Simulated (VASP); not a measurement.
# Cd in VASP: single point with PBEsol

Aim: the single point of Cd with PBEsol.

Everything below comes from runs of VASP 6.6.1. Logs are shortened: lines on timing, memory, paths and dates and some standing lists are left out, and cuts for length are marked.

## 1. The cell of the first run

The typed cell holds 1 atom: a = 3.179 Å, b = 3.179 Å, c = 3.179 Å, α = 120.00°, β = 120.00°, γ = 90.01°.

## 2. Single point, PBEsol

File INCAR:

```
PREC = Accurate ; ENCUT = 520
EDIFF = 1E-7 ; ISMEAR = 0
SIGMA = 0.15 ; LREAL = False
LASPH = True ; NELM = 80
ALGO = Fast ; ISIF = 2
LWAVE = False ; LCHARG = True
GGA = PS ; LELF = True
LVHAR = True ; NBANDS = 12
```

File KPOINTS:

```
regular mesh
0
Gamma
  20 20 20
```

File POSCAR:

```
Cd
1.0
   -1.5897302090      1.5897302090      2.2478785156
    1.5897302090     -1.5897302090      2.2478785156
    1.5897302090      1.5897302090     -2.2478785156
Cd
1
Direct
    0.0000000000      0.0000000000      0.0000000000
```

Potentials or basis: VASP PAW PBE potentials, release 64 (Cd).

On the command line:

```bash
$ cat potpaw_PBE.64/Cd/POTCAR > POTCAR
$ mpirun -np 1 vasp_std > vasp.out
```

OUTCAR:

```text
PREC = Accurate
   ENCUT = 520
   EDIFF = 1E-7
   ISMEAR = 0
   LREAL = False
   LASPH = True
   NELM = 80
   ISIF = 2
   GGA = PS

 ion  position               nearest neighbor table
   1  0.000  0.000  0.000-

  LATTYP: Found a body centered tetragonal cell.
 ALAT       =     3.1794604180
 C/A-ratio  =     1.4140000000

  Lattice vectors:

 A1 = (  -1.5897302090,   1.5897302090,   2.2478785156)
 A2 = (   1.5897302090,  -1.5897302090,   2.2478785156)
 A3 = (   1.5897302090,   1.5897302090,  -2.2478785156)

Analysis of symmetry for initial positions (statically):
=====================================================================
 Subroutine PRICEL returns:
 Original cell was already a primitive cell.

 Routine SETGRP: Setting up the symmetry group for a
 body centered tetragonal supercell.

 Subroutine GETGRP returns: Found 16 space group operations
 (whereof 16 operations were pure point group operations)
 out of a pool of 16 trial point group operations.

The static configuration has the point symmetry D_4h.

Analysis of symmetry for dynamics (positions and initial velocities):
=====================================================================
 Subroutine PRICEL returns:
 Original cell was already a primitive cell.

 Routine SETGRP: Setting up the symmetry group for a
 body centered tetragonal supercell.

 Subroutine GETGRP returns: Found 16 space group operations
 (whereof 16 operations were pure point group operations)
 out of a pool of 16 trial point group operations.

The dynamic configuration has the point symmetry D_4h.

 Subroutine INISYM returns: Found 16 space group operations
 (whereof 16 operations are pure point group operations),
 and found     1 'primitive' translations

----------------------------------------------------------------------------------------

                                     Primitive cell

  volume of cell :      22.7237

  direct lattice vectors                    reciprocal lattice vectors
    -1.589730209  1.589730209  2.247878516     0.000000000  0.314518776  0.222431949
     1.589730209 -1.589730209  2.247878516     0.314518776  0.000000000  0.222431949
     1.589730209  1.589730209 -2.247878516     0.314518776  0.314518776  0.000000000

  length of vectors
     3.179220360  3.179220360  3.179220360     0.385224652  0.385224652  0.444796719

  position of ions in fractional coordinates (direct lattice)
     0.000000000  0.000000000  0.000000000

  ion indices of the primitive-cell ions
   primitive index   ion index
                 1           1

----------------------------------------------------------------------------------------

 KPOINTS: regular mesh

Automatic generation of k-mesh.
 Grid dimensions read from file:
 generate k-points for:   20   20   20

 Generating k-lattice:

  Cartesian coordinates                     Fractional coordinates (reciprocal lattice)
     0.000000000  0.015725939  0.011121597     0.050000000  0.000000000 -0.000000000
     0.015725939  0.000000000  0.011121597     0.000000000  0.050000000 -0.000000000
     0.015725939  0.015725939  0.000000000     0.000000000  0.000000000  0.050000000

  Length of vectors
     0.019261233  0.019261233  0.022239836

  Shift w.r.t. Gamma in fractional coordinates (k-lattice)
     0.000000000  0.000000000  0.000000000

 Subroutine IBZKPT returns following result:
 ===========================================

 Found    641 irreducible k-points:

 Following reciprocal coordinates:
            Coordinates               Weight
  0.000000  0.000000  0.000000      1.000000
  0.050000  0.000000 -0.000000      8.000000
  0.100000  0.000000  0.000000      8.000000
  0.150000 -0.000000  0.000000      8.000000
  0.200000  0.000000  0.000000      8.000000
  0.250000  0.000000  0.000000      8.000000
[... 16 lines left out ...]
 -0.400000  0.050000 -0.000000     16.000000
 -0.350000  0.050000 -0.000000     16.000000
 [... further k-points ...]
   k-points           NKPTS =    641   k-points in BZ     NKDIM =    641   number of bands    NBANDS=     12
   number of dos      NEDOS =    301   number of ions     NIONS =      1
   total plane-waves  NPLWV =  13824
   dimension x,y,z NGX =    24 NGY =   24 NGZ =   24
   dimension x,y,z NGXF=    48 NGYF=   48 NGZF=   48
   ions per type =               1
   NGX,Y,Z   is equivalent  to a cutoff of  12.55, 12.55, 12.55 a.u.
   NGXF,Y,Z  is equivalent  to a cutoff of  25.10, 25.10, 25.10 a.u.
 SYSTEM =  unknown system
   PREC   = accura    normal or accurate (medium, high low for compatibility)
   ISTART =      0    job   : 0-new  1-cont  2-samecut
   ICHARG =      2    charge: 1-file 2-atom 10-const
   ISPIN  =      1    spin polarized calculation?
   LNONCOLLINEAR =      F non collinear calculations
   LSORBIT =      F    spin-orbit coupling
   LASPH  =      T    aspherical Exc in radial PAW
   ENCUT  =  520.0 eV  38.22 Ry    6.18 a.u.   5.91  5.91  5.91*2*pi/ulx,y,z
   NELM   =     80;   NELMIN=  2; NELMDL= -5     # of ELM steps
   EDIFF  = 0.1E-06   stopping-criterion for ELM
   LREAL  =      F    real-space projection
   EDIFFG = 0.1E-05   stopping-criterion for IOM
   NSW    =      0    number of steps for IOM
   IBRION =     -1    ionic relax: 0-MD 1-quasi-New 2-CG
   NFREE  =      0    steps in history (QN), initial steepest desc. (CG)
   ISIF   =      2    stress and relaxation
   ISYM   =      2    0-nonsym 1-usesym 2-fastsym
   POTIM  = 0.5000    time-step for ionic-motion
   TEBEG  =    0.0;   TEEND  =   0.0 temperature during run
   PSTRESS=    0.0 pullay stress
   NELECT =      12.0000    total number of electrons
   NUPDOWN=      -1.0000    fix difference up-down
   EMIN   =  10.00;   EMAX   =-10.00  energy-range for DOS
   EFERMI =   0.00;   METHOD = LEGACY
   ISMEAR =     0;   SIGMA  =   0.15  broadening in eV -4-tet -1-fermi 0-gaus
   EFERMI_NEDOS =   21; number of points for ismear=-14 and -15
   IALGO  =     68    algorithm
   IMIX   =      4    mixing-type and parameters
     AMIX     =   0.40;   BMIX     =  1.00
     AMIX_MAG =   1.60;   BMIX_MAG =  1.00
  volume/ion in A,a.u.               =      22.72       153.35
  Fermi-wavevector in a.u.,A,eV,Ry     =   1.323250  2.500581 23.823686  1.750992
  Thomas-Fermi vector in A             =   2.452872
   LORBIT       =      0    0 simple, 1 ext, 2 COOP (PROOUT), +10 PAW based schemes
   GGA     = PS    functional components
   LHFCALC =     F    Hartree Fock is set to
   AEXX    =    0.0000 exact exchange contribution
   IVDW    =     0    specifies the selected vdW correction
   LEPSILON=     F    determine dielectric tensor
   LRPA    =     F    only Hartree local field effects (RPA)
 non-spin polarized calculation
 RMM-DIIS sequential band-by-band and
 Gauss-broadening in eV      SIGMA  =   0.15
  energy-cutoff  :      520.00
  volume of cell :       22.72
 maximum number of plane-waves:       624
   NGX = 11   NGY = 11   NGZ = 11

 number of electron      11.9999993 magnetization

 Free energy of the ion-electron system (eV)
  ---------------------------------------------------
  ext. energy  EPLUGINS =         0.00000000
  ---------------------------------------------------
  free energy    TOTEN  =        -1.16994216 eV

  energy without entropy =       -1.16622589  energy(sigma->0) =       -1.16808403

 E-fermi :   2.3403     XC(G=0): -10.9520

 val. band max:        2.3121605834   @ k =  -0.4500  -0.4500   0.2500
 cond. band min:       2.3763366800   @ k =   0.4000   0.2000   0.0000
 fundamental gap:      0.0641760967
 Fermi energy:         2.3403203287

 k-point     1 :       0.0000    0.0000    0.0000
  band No.  band energies     occupation
      1      -6.5959      2.00000
      2      -6.5959      2.00000
      3      -6.5955      2.00000
      4      -6.1756      2.00000
      5      -6.1752      2.00000
      6      -6.1576      2.00000
      7      16.1119      0.00000
      8      16.8877      0.00000
      9      16.8879      0.00000
     10      16.8879      0.00000
     11      20.2140      0.00000
     12      20.2145      0.00000

 k-point     2 :       0.0500    0.0000   -0.0000
  band No.  band energies     occupation
      1      -6.6017      2.00000
      2      -6.5860      2.00000
      3      -6.5856      2.00000
      4      -6.1781      2.00000
      5      -6.1777      2.00000
      6      -6.0945      2.00000
      7      15.6750      0.00000
      8      16.3689      0.00000
      9      16.7782      0.00000
     10      16.7783      0.00000
     11      20.4003      0.00000
     12      20.4007      0.00000

 k-point     3 :       0.1000    0.0000    0.0000
  band No.  band energies     occupation
      1      -6.6266      2.00000
      2      -6.5592      2.00000
      3      -6.5589      2.00000
      4      -6.1827      2.00000
      5      -6.1823      2.00000
      6      -5.8973      2.00000
      7      14.0009      0.00000
      8      16.2876      0.00000
      9      16.5056      0.00000
     10      16.5058      0.00000
     11      20.7315      0.00000
     12      20.8874      0.00000
[... 286 lines left out ...]
 k-point    23 :      -0.4000    0.0500   -0.0000
  band No.  band energies     occupation
      1      -6.9715      2.00000
      2      -6.5721      2.00000
      3      -6.5420      2.00000
      4      -5.9682      2.00000
      5      -5.8790      2.00000
      6      -2.1194      2.00000
      7       3.9997      0.00000
      8      14.0264      0.00000
      9      14.6721      0.00000
     10      15.1815      0.00000
     11      18.9144      0.00000
     12      19.4471      0.00000

 k-point    24 :      -0.3500    0.0500   -0.0000
  band No.  band energies     occupation
      1      -6.9167      2.00000
      2      -6.5462      2.00000
      3      -6.5174      2.00000
      4      -6.0480      2.00000
      5      -5.9398      2.00000
      6      -3.0785      2.00000
      7       5.5977      0.00000
      8      14.1131      0.00000
      9      14.9432      0.00000
     10      15.6290      0.00000
     11      18.9476      0.00000
     12      19.9549      0.00000

 [... further k-points ...]
[... 5 lines left out ...]
  --------------------------------------------------------------------------------------
  -------------------------------------------------------------------------------------
  Total       -0.5054417     -0.5054417     -0.5046670      0.0000000     -0.0000000      0.0000000
  in kB      -35.6370692    -35.6370692    -35.5824436      0.0000000     -0.0000000      0.0000000
  external PRESSURE =     -35.6188607 kB  Pullay stress =       0.0000000 kB

 VOLUME and BASIS-vectors are now :
 -----------------------------------------------------------------------------
  energy-cutoff  :      520.00
  volume of cell :       22.72
      direct lattice vectors                 reciprocal lattice vectors
    -1.589730209  1.589730209  2.247878516     0.000000000  0.314518776  0.222431949
     1.589730209 -1.589730209  2.247878516     0.314518776  0.000000000  0.222431949
     1.589730209  1.589730209 -2.247878516     0.314518776  0.314518776  0.000000000

 POSITION                                       TOTAL-FORCE (eV/Angst)
 -----------------------------------------------------------------------------------
      0.00000      0.00000      0.00000         0.000000     -0.000000      0.000000
 -----------------------------------------------------------------------------------
    total drift:                               -0.000000      0.000000      0.000000

  FREE ENERGIE OF THE ION-ELECTRON SYSTEM (eV)
  ---------------------------------------------------
  free  energy   TOTEN  =        -1.1699421614 eV

  energy  without entropy=       -1.1662258939  energy(sigma->0) =       -1.16808403
```

It took 2.6 min on 1 thread of AMD EPYC 7R43 (Zen 3), shared host; peak memory 0.23 GiB.

Results:

```yaml
Free_energy: -1.1699 eV
Pressure: -3.6 GPa
Band_gap_on_the_k_mesh: zero (band 6 reaches 4.21 eV, above the bottom of band 7 at 0.97 eV)
```

Caveat: the PAW data sets were made with another functional, which shifts forces and pressure a little.
